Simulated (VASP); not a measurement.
Wanted: the native input for a VASP 6.6.1 run.

- Task: single point
- Functional: PBEsol
- Potentials or basis: VASP PAW PBE potentials, release 64 (Ti_sv, Co)
- Cutoff: 520 eV
- k mesh: 1 × 1 × 1
- Occupations: gaussian, width 0.1 eV
- Spin: collinear spin, ferrimagnetic start
- Starting moments: [-0.31, -0.31, 0.82, 0.82, 0.82, 0.82] μB
- Dipole correction: no
- Further INCAR settings: ALGO = Normal; EDIFF = 1e-06; NBANDS = 43

The structure of TiCo2 lies in POSCAR:

```
TiCo2
1.0
    0.0000000000      3.3520000000      3.3520000000
    3.3520000000      0.0000000000      3.3520000000
    3.3520000000      3.3520000000      0.0000000000
Ti Co
2 4
Direct
    0.5000000000      0.5000000000      0.5000000000
    0.7500000000      0.7500000000      0.7500000000
    0.1250000000      0.1250000000      0.1250000000
    0.6250000000      0.1250000000      0.1250000000
    0.1250000000      0.1250000000      0.6250000000
    0.1250000000      0.6250000000      0.1250000000
```

These files were run (other wordings do the same):

INCAR

```
ALGO = Normal ; EDIFF = 1E-6
ENCUT = 520 ; GGA = PS
ISIF = 2 ; ISMEAR = 0
ISPIN = 2 ; LASPH = T
LCHARG = T ; LELF = T
LMAXMIX = 4 ; LORBIT = 11
LREAL = F ; LVHAR = T
LWAVE = F ; MAGMOM = -0.31 -0.31 0.82 0.82 0.82 0.82
NBANDS = 43 ; NELM = 150
PREC = Accurate ; SIGMA = 0.1
```

KPOINTS

```
k-points
0
Gamma
  1 1 1
```

Potentials or basis: VASP PAW PBE potentials, release 64 (Ti_sv, Co).

Run with:

```console
$ cat potpaw_PBE.64/Ti_sv/POTCAR potpaw_PBE.64/Co/POTCAR > POTCAR
$ mpirun -np 1 vasp_gam > vasp.out
```

It gave:

```json
{"Pressure": "-8.4 GPa", "Net moment": "3.42 μB per cell", "Site moments": "Ti +0.58; Co +0.27 μB", "Valence electrons inside the program's atomic spheres": "Ti 10.32; Co 8.39"}
```

Caveat: the k points lie up to 1.62 Å⁻¹ apart, too coarse for converged energies, forces and pressures; the PAW data sets were made with another functional, which shifts forces and pressure a little.

It took 46 s on 1 thread of Intel(R) Xeon(R) Platinum 8259CL CPU @ 2.50GHz (Skylake/Cascade Lake), on a shared host, peak memory 0.23 GiB.
